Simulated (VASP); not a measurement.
The system is ZnS.

```
CELL_PARAMETERS angstrom
0.00000 2.70450 2.70450
2.70450 0.00000 2.70450
2.70450 2.70450 0.00000
ATOMIC_POSITIONS crystal
Zn 0.00000 0.00000 0.00000
S 0.25000 0.25000 0.25000
```

Program: VASP 6.6.1. Alike in all runs: task single point; no spin polarisation; cell as given; k mesh 10 × 10 × 10; cutoff (eV) 520; smearing gaussian 0.03 eV.

Task: Order these runs on this cell by their pressure, lowest first.
A. level r2SCAN; potentials or basis VASP PAW PBE potentials, release 64 (Zn, S)
B. level PBE; potentials or basis VASP PAW PBE potentials, release 64 (Zn, S)
C. level LDA; potentials or basis VASP PAW LDA potentials, release 64 (Zn, S)

Result: C (-4.5 GPa), A (-0.8 GPa), B (1.5 GPa).

Caveats: the PAW data sets were made with another functional, which shifts forces and pressure a little (some runs).
